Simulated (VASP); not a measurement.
# TiAl3 (I4mm) in VASP: single point with PBEsol

Aim: the single point of TiAl3 with PBEsol.

All numbers are computed with VASP 6.6.1; they aren't measurements. Logs are shortened: lines on timing, memory, paths and dates and some standing lists are left out, and cuts for length are marked.

### 1 The cell of the first run

Symmetry: I4mm, No. 107, tetragonal system. Conventional cell: a = 3.816 Å, b = 3.816 Å, c = 8.554 Å, α = 90.00°, β = 90.00°, γ = 90.00°. Within 3.6 Å of Ti (site symmetry 4mm) lie 12 Al at 2.70 to 2.87 Å. Within 3.6 Å of Al (site symmetry 4mm) lie 4 Ti at 2.70 Å and 8 Al at 2.83 to 2.90 Å. Within 3.6 Å of Al (site symmetry 2mm) lie 8 Al at 2.70 to 2.90 Å and 4 Ti at 2.87 Å.

### 2 Single point, PBEsol (atom 2 (Al) moved +0.050 Å along Cartesian [0 0 1])

INCAR

```
PREC = Accurate ; ENCUT = 520
EDIFF = 1E-6 ; ISMEAR = 0
SIGMA = 0.15 ; LREAL = F
LASPH = T ; NELM = 80
ALGO = Fast ; ISIF = 2
LWAVE = F ; LCHARG = F
GGA = PS ; NBANDS = 18
```

KPOINTS

```
regular mesh
0
Gamma
  18 18 18
```

POSCAR

```
TiAl3
1.0
   -1.9077740733      1.9077740733      4.2769968076
    1.9077740733     -1.9077740733      4.2769968076
    1.9077740733      1.9077740733     -4.2769968076
Ti Al
1 3
Direct
    0.0000000000      0.0000000000      0.0000000000
    0.5058452230      0.5058452230      0.0000000000
    0.7500000000      0.2500000000      0.5000000000
    0.2500000000      0.7500000000      0.5000000000
```

Potentials or basis: VASP PAW PBE potentials, release 64 (Ti_sv, Al).

On the command line:

```console
$ cat potpaw_PBE.64/Ti_sv/POTCAR potpaw_PBE.64/Al/POTCAR > POTCAR
$ mpirun -np 1 vasp_std > vasp.out
```

OUTCAR:

```text
PREC = Accurate
   ENCUT = 520
   EDIFF = 1E-6
   ISMEAR = 0
   LREAL = F
   LASPH = T
   NELM = 80
   ISIF = 2
   GGA = PS

 ion  position               nearest neighbor table
   1  0.000  0.000  0.000-   2 2.70   2 2.70   2 2.70   2 2.70   4 2.87   3 2.87   3 2.87   4 2.87
                             4 2.87   3 2.87   3 2.87   4 2.87
   2  0.506  0.506  0.000-   1 2.70   1 2.70   1 2.70   1 2.70   4 2.83   3 2.83   4 2.83   3 2.83
                             4 2.90   4 2.90   3 2.90   3 2.90
   3  0.750  0.250  0.500-   4 2.70   4 2.70   4 2.70   4 2.70   2 2.83   2 2.83   1 2.87   1 2.87
                             1 2.87   1 2.87   2 2.90   2 2.90
   4  0.250  0.750  0.500-   3 2.70   3 2.70   3 2.70   3 2.70   2 2.83   2 2.83   1 2.87   1 2.87
                             1 2.87   1 2.87   2 2.90   2 2.90

  LATTYP: Found a body centered tetragonal cell.
 ALAT       =     3.8155481466
 C/A-ratio  =     2.2418780439

  Lattice vectors:

 A1 = (  -1.9077740733,   1.9077740733,   4.2769968076)
 A2 = (   1.9077740733,  -1.9077740733,   4.2769968076)
 A3 = (   1.9077740733,   1.9077740733,  -4.2769968076)

Analysis of symmetry for initial positions (statically):
=====================================================================
 Subroutine PRICEL returns:
 Original cell was already a primitive cell.

 Routine SETGRP: Setting up the symmetry group for a
 body centered tetragonal supercell.

 Subroutine GETGRP returns: Found  8 space group operations
 (whereof  8 operations were pure point group operations)
 out of a pool of 16 trial point group operations.

The static configuration has the point symmetry C_4v.

Analysis of symmetry for dynamics (positions and initial velocities):
=====================================================================
 Subroutine PRICEL returns:
 Original cell was already a primitive cell.

 Routine SETGRP: Setting up the symmetry group for a
 body centered tetragonal supercell.

 Subroutine GETGRP returns: Found  8 space group operations
 (whereof  8 operations were pure point group operations)
 out of a pool of 16 trial point group operations.

The dynamic configuration has the point symmetry C_4v.

 Subroutine INISYM returns: Found  8 space group operations
 (whereof  8 operations are pure point group operations),
 and found     1 'primitive' translations

----------------------------------------------------------------------------------------

                                     Primitive cell

  volume of cell :      62.2663

  direct lattice vectors                    reciprocal lattice vectors
    -1.907774073  1.907774073  4.276996808     0.000000000  0.262085541  0.116904459
     1.907774073 -1.907774073  4.276996808     0.262085541  0.000000000  0.116904459
     1.907774073  1.907774073 -4.276996808     0.262085541  0.262085541  0.000000000

  length of vectors
     5.056867165  5.056867165  5.056867165     0.286976451  0.286976451  0.370644927

  position of ions in fractional coordinates (direct lattice)
     0.000000000  0.000000000  0.000000000
     0.505845223  0.505845223  0.000000000
     0.750000000  0.250000000  0.500000000
     0.250000000  0.750000000  0.500000000

  ion indices of the primitive-cell ions
   primitive index   ion index
                 1           1
                 2           2
                 3           3
                 4           4

----------------------------------------------------------------------------------------

 KPOINTS: regular mesh

Automatic generation of k-mesh.
 Grid dimensions read from file:
 generate k-points for:   18   18   18

 Generating k-lattice:

  Cartesian coordinates                     Fractional coordinates (reciprocal lattice)
     0.000000000  0.014560308  0.006494692     0.055555556  0.000000000  0.000000000
     0.014560308  0.000000000  0.006494692     0.000000000  0.055555556  0.000000000
     0.014560308  0.014560308  0.000000000     0.000000000  0.000000000  0.055555556

  Length of vectors
     0.015943136  0.015943136  0.020591385

  Shift w.r.t. Gamma in fractional coordinates (k-lattice)
     0.000000000  0.000000000  0.000000000

 Subroutine IBZKPT returns following result:
 ===========================================

 Found    480 irreducible k-points:

 Following reciprocal coordinates:
            Coordinates               Weight
  0.000000  0.000000  0.000000      1.000000
  0.055556  0.000000 -0.000000      8.000000
  0.111111  0.000000 -0.000000      8.000000
  0.166667  0.000000 -0.000000      8.000000
  0.222222  0.000000 -0.000000      8.000000
  0.277778  0.000000 -0.000000      8.000000
[... 16 lines left out ...]
 -0.277778  0.055556  0.000000     16.000000
 -0.222222  0.055556  0.000000     16.000000
 [... further k-points ...]
   k-points           NKPTS =    480   k-points in BZ     NKDIM =    480   number of bands    NBANDS=     18
   number of dos      NEDOS =    301   number of ions     NIONS =      4
   total plane-waves  NPLWV =  64000
   dimension x,y,z NGX =    40 NGY =   40 NGZ =   40
   dimension x,y,z NGXF=    80 NGYF=   80 NGZF=   80
   ions per type =               1   3
   NGX,Y,Z   is equivalent  to a cutoff of  13.15, 13.15, 13.15 a.u.
   NGXF,Y,Z  is equivalent  to a cutoff of  26.30, 26.30, 26.30 a.u.
 SYSTEM =  unknown system
   PREC   = accura    normal or accurate (medium, high low for compatibility)
   ISTART =      0    job   : 0-new  1-cont  2-samecut
   ICHARG =      2    charge: 1-file 2-atom 10-const
   ISPIN  =      1    spin polarized calculation?
   LNONCOLLINEAR =      F non collinear calculations
   LSORBIT =      F    spin-orbit coupling
   LASPH  =      T    aspherical Exc in radial PAW
   ENCUT  =  520.0 eV  38.22 Ry    6.18 a.u.   9.40  9.40  9.40*2*pi/ulx,y,z
   NELM   =     80;   NELMIN=  2; NELMDL= -5     # of ELM steps
   EDIFF  = 0.1E-05   stopping-criterion for ELM
   LREAL  =      F    real-space projection
   EDIFFG = 0.1E-04   stopping-criterion for IOM
   NSW    =      0    number of steps for IOM
   IBRION =     -1    ionic relax: 0-MD 1-quasi-New 2-CG
   NFREE  =      0    steps in history (QN), initial steepest desc. (CG)
   ISIF   =      2    stress and relaxation
   ISYM   =      2    0-nonsym 1-usesym 2-fastsym
   POTIM  = 0.5000    time-step for ionic-motion
   TEBEG  =    0.0;   TEEND  =   0.0 temperature during run
   PSTRESS=    0.0 pullay stress
   NELECT =      21.0000    total number of electrons
   NUPDOWN=      -1.0000    fix difference up-down
   EMIN   =  10.00;   EMAX   =-10.00  energy-range for DOS
   EFERMI =   0.00;   METHOD = LEGACY
   ISMEAR =     0;   SIGMA  =   0.15  broadening in eV -4-tet -1-fermi 0-gaus
   EFERMI_NEDOS =   21; number of points for ismear=-14 and -15
   IALGO  =     68    algorithm
   IMIX   =      4    mixing-type and parameters
     AMIX     =   0.40;   BMIX     =  1.00
     AMIX_MAG =   1.60;   BMIX_MAG =  1.00
  volume/ion in A,a.u.               =      15.57       105.05
  Fermi-wavevector in a.u.,A,eV,Ry     =   1.139542  2.153422 17.667926  1.298556
  Thomas-Fermi vector in A             =   2.276245
   LORBIT       =      0    0 simple, 1 ext, 2 COOP (PROOUT), +10 PAW based schemes
   GGA     = PS    functional components
   LHFCALC =     F    Hartree Fock is set to
   AEXX    =    0.0000 exact exchange contribution
   IVDW    =     0    specifies the selected vdW correction
   LEPSILON=     F    determine dielectric tensor
   LRPA    =     F    only Hartree local field effects (RPA)
 non-spin polarized calculation
 RMM-DIIS sequential band-by-band and
 Gauss-broadening in eV      SIGMA  =   0.15
  energy-cutoff  :      520.00
  volume of cell :       62.27
 maximum number of plane-waves:      1696
 NGX is ok and might be reduce to    40
   NGX = 19   NGY = 19   NGZ = 19

 number of electron      20.9999999 magnetization

 Free energy of the ion-electron system (eV)
  ---------------------------------------------------
  ext. energy  EPLUGINS =         0.00000000
  ---------------------------------------------------
  free energy    TOTEN  =       -22.23240438 eV

  energy without entropy =      -22.21322729  energy(sigma->0) =      -22.22281583

 E-fermi :   8.3330     XC(G=0): -10.8951

 val. band max:        8.3314876636   @ k =  -0.3333  -0.3333   0.0556
 cond. band min:       8.3330666743   @ k =  -0.1667  -0.2222   0.0556
 fundamental gap:      0.0015790107
 Fermi energy:         8.3329515472

 k-point     1 :       0.0000    0.0000    0.0000
  band No.  band energies     occupation
      1     -47.8596      2.00000
      2     -24.2811      2.00000
      3     -24.2811      2.00000
      4     -24.2019      2.00000
      5      -1.8097      2.00000
      6       5.4569      2.00000
[... 10 lines left out ...]
     17      12.1927      0.00000
     18      12.1928      0.00000

 k-point     2 :       0.0556    0.0000   -0.0000
  band No.  band energies     occupation
      1     -47.8596      2.00000
      2     -24.2820      2.00000
      3     -24.2810      2.00000
      4     -24.2018      2.00000
      5      -1.7709      2.00000
      6       5.2304      2.00000
[... 10 lines left out ...]
     17      12.2048      0.00000
     18      12.4350      0.00000

 k-point     3 :       0.1111    0.0000   -0.0000
  band No.  band energies     occupation
      1     -47.8595      2.00000
      2     -24.2845      2.00000
      3     -24.2809      2.00000
      4     -24.2017      2.00000
      5      -1.6547      2.00000
      6       4.9321      2.00000
[... 10 lines left out ...]
     17      12.2471      0.00000
     18      13.0066      0.00000

 k-point     4 :       0.1667    0.0000   -0.0000
  band No.  band energies     occupation
      1     -47.8593      2.00000
      2     -24.2884      2.00000
      3     -24.2806      2.00000
      4     -24.2015      2.00000
      5      -1.4623      2.00000
      6       4.6260      2.00000
[... 10 lines left out ...]
     17      12.3705      0.00000
     18      13.7220      0.00000

 k-point     5 :       0.2222    0.0000   -0.0000
  band No.  band energies     occupation
      1     -47.8591      2.00000
      2     -24.2933      2.00000
      3     -24.2803      2.00000
      4     -24.2013      2.00000
      5      -1.1955      2.00000
      6       4.2579      2.00000
[... 10 lines left out ...]
     17      12.6398      0.00000
     18      14.0961      0.00000

 k-point     6 :       0.2778    0.0000   -0.0000
  band No.  band energies     occupation
      1     -47.8588      2.00000
      2     -24.2984      2.00000
      3     -24.2799      2.00000
      4     -24.2011      2.00000
      5      -0.8570      2.00000
      6       3.7515      2.00000
[... 10 lines left out ...]
     17      13.0453      0.00000
     18      13.9405      0.00000

 k-point     7 :       0.3333    0.0000   -0.0000
  band No.  band energies     occupation
      1     -47.8586      2.00000
      2     -24.3032      2.00000
      3     -24.2796      2.00000
      4     -24.2009      2.00000
      5      -0.4501      2.00000
      6       3.1275      2.00000
[... 10 lines left out ...]
     17      13.2882      0.00000
     18      13.8307      0.00000

 k-point     8 :       0.3889    0.0000   -0.0000
  band No.  band energies     occupation
      1     -47.8584      2.00000
      2     -24.3071      2.00000
      3     -24.2794      2.00000
      4     -24.2007      2.00000
      5       0.0196      2.00000
      6       2.4636      2.00000
[... 10 lines left out ...]
     17      13.0650      0.00000
     18      14.3198      0.00000
[... 229 lines left out ...]
     17      13.1527      0.00000
     18      14.2875      0.00000

 k-point    20 :      -0.4444    0.0556    0.0000
  band No.  band energies     occupation
      1     -47.8582      2.00000
      2     -24.3095      2.00000
      3     -24.2800      2.00000
      4     -24.2004      2.00000
      5       0.4891      2.00000
      6       1.9437      2.00000
[... 10 lines left out ...]
     17      13.2003      0.00000
     18      14.3319      0.00000

 k-point    21 :      -0.3889    0.0556    0.0000
  band No.  band energies     occupation
      1     -47.8583      2.00000
      2     -24.3069      2.00000
      3     -24.2802      2.00000
      4     -24.2005      2.00000
      5      -0.0249      2.00000
      6       2.5992      2.00000
[... 10 lines left out ...]
     17      13.3442      0.00000
     18      13.8113      0.00000

 k-point    22 :      -0.3333    0.0556    0.0000
  band No.  band energies     occupation
      1     -47.8585      2.00000
      2     -24.3030      2.00000
      3     -24.2805      2.00000
      4     -24.2007      2.00000
      5      -0.4846      2.00000
      6       3.2712      2.00000
[... 10 lines left out ...]
     17      13.1687      0.00000
     18      13.5142      0.00000

 k-point    23 :      -0.2778    0.0556    0.0000
  band No.  band energies     occupation
      1     -47.8588      2.00000
      2     -24.2983      2.00000
      3     -24.2808      2.00000
      4     -24.2009      2.00000
      5      -0.8803      2.00000
      6       3.9198      2.00000
[... 10 lines left out ...]
     17      12.7032      0.00000
     18      13.5634      0.00000

 k-point    24 :      -0.2222    0.0556    0.0000
  band No.  band energies     occupation
      1     -47.8590      2.00000
      2     -24.2932      2.00000
      3     -24.2811      2.00000
      4     -24.2011      2.00000
      5      -1.2071      2.00000
      6       4.4861      2.00000
[... 10 lines left out ...]
     17      12.6629      0.00000
     18      13.8351      0.00000

 [... further k-points ...]

------------------------ aborting loop because EDIFF is reached ----------------------------------------

  FORCE on cell =-STRESS in cart. coord.  units (eV):
  Direction    XX          YY          ZZ          XY          YZ          ZX
  --------------------------------------------------------------------------------------
  -------------------------------------------------------------------------------------
  Total        0.0617299      0.0617299      0.0177808      0.0000000      0.0000000      0.0000000
  in kB        1.5883753      1.5883753      0.4575179      0.0000000      0.0000000      0.0000000
  external PRESSURE =       1.2114228 kB  Pullay stress =       0.0000000 kB

 VOLUME and BASIS-vectors are now :
 -----------------------------------------------------------------------------
  energy-cutoff  :      520.00
  volume of cell :       62.27
      direct lattice vectors                 reciprocal lattice vectors
    -1.907774073  1.907774073  4.276996808     0.000000000  0.262085541  0.116904459
     1.907774073 -1.907774073  4.276996808     0.262085541  0.000000000  0.116904459
     1.907774073  1.907774073 -4.276996808     0.262085541  0.262085541  0.000000000

 POSITION                                       TOTAL-FORCE (eV/Angst)
 -----------------------------------------------------------------------------------
      0.00000      0.00000      0.00000         0.000000      0.000000     -0.011400
      0.00000      0.00000      4.32700        -0.000000     -0.000000     -0.211456
     -0.00000      1.90777      2.13850         0.000000      0.000000      0.111428
      1.90777     -0.00000      2.13850         0.000000      0.000000      0.111428
 -----------------------------------------------------------------------------------
    total drift:                               -0.000000     -0.000000      0.000072

  FREE ENERGIE OF THE ION-ELECTRON SYSTEM (eV)
  ---------------------------------------------------
  free  energy   TOTEN  =       -22.2324043768 eV

  energy  without entropy=      -22.2132272925  energy(sigma->0) =      -22.22281583
```

Run time: 50 min. Hardware: 1 thread of AMD EPYC 7R13, shared host; peak memory 0.64 GiB.

What came out:

```
Free energy            : -22.2324 eV
Pressure               : 0.1 GPa
Largest force          : 0.211 eV/Å
Band gap on the k mesh : zero (an odd number of electrons rules out a gap without spin polarisation)
```

Forces on the atoms (eV/Å):
```
Ti   0.000  0.000 -0.011
Al   0.000  0.000 -0.211
Al   0.000  0.000  0.111
Al   0.000  0.000  0.111
```

Caveat: the cell differs from its parent crystal (atom 2 (Al) moved +0.050 Å along Cartesian [0 0 1]); the PAW data sets were made with another functional, which shifts forces and pressure a little.
